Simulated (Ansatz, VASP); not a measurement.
# One calculation of Pb, two programs

```
Pb
1.0
    -2.06690    2.05040    2.08125
     1.99925   -1.93748    1.90067
     1.99103    1.86160   -1.96833
Pb
1
Cartesian
  -0.0107 0.0225 -0.0034
```

Change from the starting cell: cell strained at random at fixed volume.

Alike in both runs: task single point; functional PBEsol; k mesh 9 × 9 × 9; occupations fermi-dirac, width 0.05 eV; no spin polarisation.

|  | VASP | Ansatz |
| --- | --- | --- |
| version | VASP 6.6.1 | Ansatz 0.2.0 |
| potentials or method | VASP PAW PBE potentials, release 64 (Pb_d), cutoff 520 eV | all-electron LAPW, scalar-relativistic |

Ansatz gave:

- gap on the k mesh at the Fermi level (eV): none
- pressure (GPa): -1.3
- traceless stress, the component that is largest in VASP (GPa): -0.34

What did VASP give for the same quantities?

gap on the k mesh at the Fermi level (eV): none; pressure (GPa): -1.4; traceless stress, the component that is largest in VASP (GPa): -0.33.

VASP's potentials were made for PBE, not for PBEsol. A gap of «none» marks a metal or a gap that the smearing closes. Ansatz ran all-electron here, and VASP with PAW potentials.

Spin-orbit coupling is off throughout.
